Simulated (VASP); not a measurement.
Set up this calculation in VASP 6.6.1, as the native input.

| Property | Result |
| --- | --- |
| Task | relaxation of cell and atoms |
| Functional | PBE |
| Potentials or basis | VASP PAW PBE potentials, release 64 (Mg, C) |
| Cutoff | 600 eV |
| k mesh | 8 × 8 × 6 |
| Occupations | methfessel-paxton, width 0.02 eV |
| Spin | no spin polarisation |
| Dipole correction | no |
| Further INCAR settings | ALGO = Normal; EDIFF = 1e-06; IBRION = 2; EDIFFG = -0.03; NSW = 80; ISIF = 3 |

The structure of MgC2 lies in POSCAR:

```
MgC2
1.0
    3.3000000000      0.0000000000      0.0000000000
   -1.6500000000      2.8578838325      0.0000000000
    0.0000000000      0.0000000000      3.6300000000
Mg C
1 2
Direct
    0.0000000000      0.0000000000      0.0000000000
    0.3333333333      0.6666666667      0.5000000000
    0.6666666667      0.3333333333      0.5000000000
```

One way to write it, as run:

INCAR

```
SYSTEM = MgC2
  PREC = Accurate
  ENCUT = 600
  EDIFF = 1E-6
  ISMEAR = 1
  SIGMA = 0.02
  LREAL = .FALSE.
  LASPH = .TRUE.
  NELM = 60
  ALGO = Normal
  ISIF = 3
  LWAVE = .FALSE.
  LCHARG = .FALSE.
  GGA = PE
  IBRION = 2
  NSW = 80
  EDIFFG = -0.03
```

KPOINTS

```
Automatic mesh
0
G
  8 8 6
  0 0 0
```

Potentials or basis: VASP PAW PBE potentials, release 64 (Mg, C).

Command:

```console
$ cat potpaw_PBE.64/Mg/POTCAR potpaw_PBE.64/C/POTCAR > POTCAR
$ mpirun -np 1 vasp_std > vasp.out
```

Results of the run:

The relaxed volume is 10.31 Å³/atom and the relaxed cell is a = 2.603 Å, b = 2.603 Å, c = 5.273 Å, α = 90.00°, β = 90.00°, γ = 120.00°. The space group after relaxing (to 0.1 Å) is P6/mmm (No. 191) and the pressure after relaxing is 0.0 GPa. The band gap on the k mesh is zero (bands 5 and 6 overlap by 0.50 eV).

Caveat: a cell axis changed by over 15 % at a fixed basis, so the end point is rough.

Run time: 7.2 min on 1 thread of Intel Xeon 8259CL (shared host), peak memory 0.2 GiB.
